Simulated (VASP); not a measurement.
Write the native input for VASP 6.6.1 that does the following.

```
Task                   : single point
Functional             : PBE
Dispersion             : D3(BJ)
Potentials or basis    : VASP PAW PBE potentials, release 64 (Ga_d, P)
Cutoff                 : 500 eV
k mesh                 : 8 × 8 × 8
Occupations            : gaussian, width 0.02 eV
Spin                   : no spin polarisation
Dipole correction      : no
Further INCAR settings : ALGO = Normal; EDIFF = 1e-06; NBANDS = 16
```

The structure of GaP lies in POSCAR:

```
GaP
1.0
    0.0000000000      2.7231706570      2.7231706570
    2.7231706570      0.0000000000      2.7231706570
    2.7231706570      2.7231706570      0.0000000000
Ga P
1 1
Direct
    0.0000000000      0.0000000000      0.0000000000
    0.2500000000      0.2500000000      0.2500000000
```

One way to write it, as run:

INCAR

```
PREC = Accurate
ENCUT = 500
EDIFF = 1E-6
ISMEAR = 0
SIGMA = 0.02
LREAL = False
LASPH = True
NELM = 120
ALGO = Normal
ISIF = 2
LWAVE = False
LCHARG = True
GGA = PE
IVDW = 12
LELF = True
LVHAR = True
NBANDS = 16
GGA_COMPAT = False
```

KPOINTS

```
regular mesh
0
Gamma
  8 8 8
```

Potentials or basis: VASP PAW PBE potentials, release 64 (Ga_d, P).

Launch:

```bash
$ cat potpaw_PBE.64/Ga_d/POTCAR potpaw_PBE.64/P/POTCAR > POTCAR
$ mpirun -np 1 vasp_std > vasp.out
```

Results of the run:

- Pressure: -0.1 GPa
- Band gap on the k mesh: 1.64 eV (least direct gap 1.85 eV)
- Dispersion energy per atom: -0.317 eV

It took 8.3 s on 1 thread of Intel(R) Xeon(R) 6975P-C (Granite Rapids) (shared host), peak memory 0.16 GiB.
